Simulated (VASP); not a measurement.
A run of VASP 6.6.1 is set up as follows.

INCAR

```
SYSTEM = P
ALGO = Normal
EDIFF = 1E-7
ENCUT = 520
GGA = PS
ISIF = 2
ISMEAR = 0
IVDW = 12
LASPH = .TRUE.
LCHARG = .FALSE.
LREAL = .FALSE.
LWAVE = .FALSE.
NBANDS = 30
NELM = 100
PREC = Accurate
SIGMA = 0.1
```

Contents of KPOINTS:

```
k-points
0
G
  10 4 10
  0 0 0
```

Contents of POSCAR:

```
P
1.0
    3.5500889422      0.0000000000      0.0000000000
    0.0000000000      9.7471232983      0.0000000000
    0.0000000000      0.0000000000      3.7723585818
P
8
Direct
    0.0000000000      0.8871891273      0.9445161941
    0.5000000000      0.8871891273      0.5554838059
    0.5000000000      0.6128108727      0.0554838059
    0.0000000000      0.6128108727      0.4445161941
    0.5000000000      0.3871891273      0.9445161941
    0.0000000000      0.3871891273      0.5554838059
    0.0000000000      0.1128108727      0.0554838059
    0.5000000000      0.1128108727      0.4445161941
```

Potentials or basis: VASP PAW PBE potentials, release 64 (P).

Command:

```console
$ cat potpaw_PBE.64/P/POTCAR > POTCAR
$ mpirun -np 1 vasp_std > vasp.out
```

Question: Estimate the band gap on the k mesh.

Answer: Zero (bands 20 and 21 overlap by 0.75 eV).

Question: What does it give for the largest force?

Answer: 0.301 eV/Å.

Question: Predict the pressure.

Answer: -4.7 GPa.

Stress tensor (GPa, compression positive):
```
-8.72  0.00  0.00
 0.00 -1.54  0.00
 0.00  0.00 -3.91
```

Caveat: the cell differs from its parent crystal (uniaxial strain along a: +6.0 %); the stress differs along the axes, from -9 to -2 GPa; the PAW data sets were made with another functional, which shifts forces and pressure a little.
